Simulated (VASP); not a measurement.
A run of VASP 6.6.1:

INCAR

```
PREC = Accurate
ENCUT = 700
EDIFF = 1E-6
ISMEAR = -1
SIGMA = 0.05
LREAL = F
LASPH = T
NELM = 120
ALGO = Normal
ISIF = 2
LWAVE = F
LCHARG = F
GGA = CA
NBANDS = 42
GGA_COMPAT = F
```

KPOINTS

```
Automatic mesh
0
Gamma
  9 9 9
```

Contents of POSCAR:

```
Cu3O2
1.0
   -2.0229820000      2.0229820000      3.6736170000
    2.0229820000     -2.0229820000      3.6736170000
    2.0229820000      2.0229820000     -3.6736170000
Cu O
3 2
Direct
    0.0000000000      0.0000000000      0.0000000000
    0.7500000000      0.2500000000      0.5000000000
    0.2500000000      0.7500000000      0.5000000000
    0.5000000000      0.0000000000      0.5000000000
    0.0000000000      0.5000000000      0.5000000000
```

Potentials or basis: VASP PAW LDA potentials, release 64 (Cu_sv_GW, O).

Run with:

```console
$ cat potpaw_LDA.64/Cu_sv_GW/POTCAR potpaw_LDA.64/O/POTCAR > POTCAR
$ mpirun -np 1 vasp_std > vasp.out
```

Hardware: 1 thread of Intel(R) Xeon(R) 6975P-C (Granite Rapids), with other jobs on the host.

Question: How long does it take, and how much memory?

Answer: It took 3.8 min on 1 thread of Intel(R) Xeon(R) 6975P-C (Granite Rapids) (shared host), peak memory 0.38 GiB. Counts: scf iterations 16, k points 75.
